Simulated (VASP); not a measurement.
# Mn (Fd-3m) in VASP: a series of runs, part 2 of 2

VASP 6.6.1. The steps go on from the part before.

## 6. Single point, LDA, collinear spin, ferromagnetic start (9.86 Å³/atom)

This run uses another cell than the first one, of 9.86 Å³/atom.

File INCAR:

```
PREC = Accurate ; ENCUT = 520
EDIFF = 1E-6 ; ISMEAR = -1
SIGMA = 0.08 ; LREAL = F
LASPH = T ; NELM = 150
ALGO = Normal ; ISIF = 2
LWAVE = F ; LCHARG = F
ISPIN = 2 ; MAGMOM = 3 3
LORBIT = 11 ; LMAXMIX = 4
GGA = CA ; NBANDS = 24
```

File KPOINTS:

```
Automatic mesh
0
Gamma
  14 14 14
```

File POSCAR:

```
Mn
1.0
    0.0000000000      2.1439818055      2.1439818055
    2.1439818055      0.0000000000      2.1439818055
    2.1439818055      2.1439818055      0.0000000000
Mn
2
Direct
   -0.1250000000     -0.1250000000     -0.1250000000
    0.1250000000      0.1250000000      0.1250000000
```

Potentials or basis: VASP PAW LDA potentials, release 64 (Mn_pv).

The run is started by

```bash
cat potpaw_LDA.64/Mn_pv/POTCAR > POTCAR
mpirun -np 1 vasp_std > vasp.out
```

OUTCAR:

```text
PREC = Accurate
   ENCUT = 520
   EDIFF = 1E-6
   ISMEAR = -1
   LREAL = F
   LASPH = T
   NELM = 150
   ISIF = 2
   ISPIN = 2
   LORBIT = 11
   GGA = CA

 ion  position               nearest neighbor table
   1  0.875  0.875  0.875-   2 1.86   2 1.86   2 1.86   2 1.86
   2  0.125  0.125  0.125-   1 1.86   1 1.86   1 1.86   1 1.86

  LATTYP: Found a face centered cubic cell.
 ALAT       =     4.2879636110

  Lattice vectors:

 A1 = (   0.0000000000,   2.1439818055,   2.1439818055)
 A2 = (   2.1439818055,   0.0000000000,   2.1439818055)
 A3 = (   2.1439818055,   2.1439818055,   0.0000000000)

Analysis of symmetry for initial positions (statically):
=====================================================================
 Subroutine PRICEL returns:
 Original cell was already a primitive cell.

 Routine SETGRP: Setting up the symmetry group for a
 face centered cubic supercell.

 Subroutine GETGRP returns: Found 48 space group operations
 (whereof 12 operations were pure point group operations)
[... 848 lines left out ...]
      4     -34.8107      1.00000
      5     -34.8107      1.00000
      6     -34.8107      1.00000
[... 637 lines left out ...]
     23      33.1741      0.00000
     24      34.4076      0.00000

 [... further k-points ...]

------------------------ aborting loop because EDIFF is reached ----------------------------------------

  FORCE on cell =-STRESS in cart. coord.  units (eV):
  Direction    XX          YY          ZZ          XY          YZ          ZX
  --------------------------------------------------------------------------------------
  -------------------------------------------------------------------------------------
  Total       18.0618463     18.0618463     18.0618463     -0.0000000     -0.0000000      0.0000000
  in kB     1468.1804734   1468.1804734   1468.1804734     -0.0000000     -0.0000000      0.0000000
  external PRESSURE =    1468.1804734 kB  Pullay stress =       0.0000000 kB

 VOLUME and BASIS-vectors are now :
 -----------------------------------------------------------------------------
  energy-cutoff  :      520.00
  volume of cell :       19.71
      direct lattice vectors                 reciprocal lattice vectors
     0.000000000  2.143981806  2.143981806    -0.233210934  0.233210934  0.233210934
     2.143981806  0.000000000  2.143981806     0.233210934 -0.233210934  0.233210934
     2.143981806  2.143981806  0.000000000     0.233210934  0.233210934 -0.233210934

 POSITION                                       TOTAL-FORCE (eV/Angst)
 -----------------------------------------------------------------------------------
      3.75197      3.75197      3.75197         0.000000      0.000000      0.000000
      0.53600      0.53600      0.53600        -0.000000     -0.000000     -0.000000
 -----------------------------------------------------------------------------------
    total drift:                                0.000000      0.000000      0.000000

  FREE ENERGIE OF THE ION-ELECTRON SYSTEM (eV)
  ---------------------------------------------------
  free  energy   TOTEN  =       -14.5429453016 eV

  energy  without entropy=      -14.4957278918  energy(sigma->0) =      -14.51933660

 total charge

# of ion       s       p       d       tot
------------------------------------------
    1        0.606   6.446   5.961  13.013
    2        0.606   6.446   5.961  13.013
--------------------------------------------------
tot          1.213  12.892  11.921  26.026

 magnetization (x)

# of ion       s       p       d       tot
------------------------------------------
    1        0.000   0.000   0.000   0.000
    2        0.000   0.000   0.000   0.000
--------------------------------------------------
tot          0.000   0.000   0.000   0.000
```

OSZICAR:

```text
N       E                     dE             d eps       ncg     rms          rms(c)
DAV:   1     0.257364972193E+03    0.25736E+03   -0.14511E+04 10184   0.159E+03
DAV:   2    -0.201522189542E+01   -0.25938E+03   -0.24614E+03 10136   0.407E+02
DAV:   3    -0.126978093089E+02   -0.10683E+02   -0.10646E+02 11256   0.947E+01
DAV:   4    -0.127822902283E+02   -0.84481E-01   -0.84474E-01 11336   0.821E+00
DAV:   5    -0.127834787033E+02   -0.11885E-02   -0.11885E-02 11376   0.999E-01    0.312E+01
DAV:   6    -0.145426968550E+02   -0.17592E+01   -0.12349E+00 12016   0.120E+01    0.108E+01
DAV:   7    -0.145325637172E+02    0.10133E-01   -0.94713E-02 10872   0.283E+00    0.635E+00
DAV:   8    -0.145456282395E+02   -0.13065E-01   -0.14783E-02 11168   0.133E+00    0.284E+00
DAV:   9    -0.145419645109E+02    0.36637E-02   -0.40897E-03 11344   0.494E-01    0.325E-01
DAV:  10    -0.145429292063E+02   -0.96470E-03   -0.81302E-04 10560   0.298E-01    0.577E-02
DAV:  11    -0.145429444882E+02   -0.15282E-04   -0.28239E-05 11360   0.586E-02    0.242E-02
DAV:  12    -0.145429453016E+02   -0.81340E-06   -0.18242E-06 10096   0.186E-02
   1 F= -.14542945E+02 E0= -.14519337E+02  d E =-.472174E-01  mag=     0.0003
```

Wall time 69 s (1 thread of Intel Xeon Platinum 8259CL at 2.50GHz (Skylake/Cascade Lake), shared host); peak memory 0.18 GiB.

Results:

| Property | Result |
| --- | --- |
| Free energy | -14.5429 eV |
| Pressure | 146.8 GPa |
| Band gap on the k mesh | zero (filled and empty bands overlap) |
| Net moment | 0.00 μB per cell |

Caveat: atoms lie so close that the PAW spheres overlap strongly, which falsifies energies and pressures; the cell stands under pressure; the moments typed at the start vanished in this run.

## 7. Single point, LDA, collinear spin, ferromagnetic start (9.86 Å³/atom)

This run uses another cell than the first one, of 9.86 Å³/atom.

File INCAR:

```
SYSTEM = Mn
PREC = Accurate
ENCUT = 520
EDIFF = 1E-7
ISMEAR = -1
SIGMA = 0.08
LREAL = .FALSE.
LASPH = .TRUE.
NELM = 150
ALGO = Normal
ISIF = 2
LWAVE = .FALSE.
LCHARG = .TRUE.
ISPIN = 2
MAGMOM = 3 3
LORBIT = 11
LMAXMIX = 4
LELF = .TRUE.
LVHAR = .TRUE.
NBANDS = 24
```

File KPOINTS:

```
Automatic mesh
0
G
  14 14 14
  0 0 0
```

POSCAR is that of step 6.

The run is started by

```bash
cat potpaw_LDA.64/Mn_pv/POTCAR > POTCAR
mpirun -np 1 vasp_std > vasp.out
```

Wall time 54 s (1 thread of Intel Xeon Platinum 8259CL at 2.50GHz (Skylake/Cascade Lake), shared host); peak memory 0.18 GiB.

The run converged. Its results:

| Quantity | Value |
| --- | --- |
| Free energy | -14.5429 eV |
| Pressure | 147.1 GPa |
| Band gap on the k mesh | zero (filled and empty bands overlap) |
| Net moment | 0.00 μB per cell |

Levels at points of the mesh, in eV from the Fermi level:
Spin up:
```csv
k point,band 10,band 11,band 12,band 13,band 14,band 15,band 16,band 17
"(0.00, 0.00, 0.00)",-2.82,-2.82,-2.82,0.47,0.47,0.47,3.67,3.67
"(0.50, 0.00, 0.00)",-3.15,-3.15,-3.14,-0.11,1.65,1.65,3.11,3.11
"(0.50, 0.50, 0.00)",-3.04,-0.50,-0.50,0.10,0.10,3.43,3.43,5.31
```
Spin down:
| k point | band 11 | band 12 | band 13 | band 14 | band 15 | band 16 |
| --- | --- | --- | --- | --- | --- | --- |
| (0.00, 0.00, 0.00) | -2.82 | -2.82 | 0.47 | 0.47 | 0.47 | 3.67 |
| (0.50, 0.00, 0.00) | -3.15 | -3.14 | -0.11 | 1.65 | 1.65 | 3.11 |
| (0.50, 0.50, 0.00) | -0.50 | -0.50 | 0.10 | 0.10 | 3.43 | 3.43 |

Caveat: atoms lie so close that the PAW spheres overlap strongly, which falsifies energies and pressures; the cell stands under pressure; the moments typed at the start vanished in this run.
